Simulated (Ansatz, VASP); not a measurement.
# BiO5: VASP beside Ansatz

```xyz
6
Lattice="3.6344 0.0000 0.0000 -1.8172 3.1475 0.0000 0.0000 0.0000 9.0232" Properties=species:S:1:pos:R:3 pbc="T T T"
Bi    0.0000    0.0000    0.0000
O     1.8172    0.0000    4.5116
O    -0.9086    1.5737    4.5116
O     0.9086    1.5737    4.5116
O     0.0000    0.0000    7.0701
O     0.0000    0.0000    1.9531
```

Alike in both runs: functional PBE; k mesh 5 × 5 × 3; occupations gaussian, width 0.2 eV; no spin polarisation.

Ansatz relaxed the structure, and its values are those at the end. VASP's run is a single point on that final structure, the one shown.

```csv
,VASP,Ansatz
version,VASP 6.6.1,Ansatz 0.2.0
potentials or method,"VASP PAW PBE potentials, release 64 (Bi_d, O), cutoff 600 eV","scalar-relativistic, plane waves, PAW"
valence electrons in the cell,45,45
```

Ansatz gave:

* gap on the k mesh at the Fermi level (eV): none
* pressure (GPa): 0.2
* rms of the force components (eV/Å): 0.007

Question: Estimate VASP's values.

Answer: gap on the k mesh at the Fermi level (eV): none; pressure (GPa): 0.2; rms of the force components (eV/Å): 0.033.

A gap of «none» marks a metal or a gap that the smearing closes.

The k mesh is coarse, so the values compare programs but aren't converged. Neither program's run includes spin-orbit coupling.
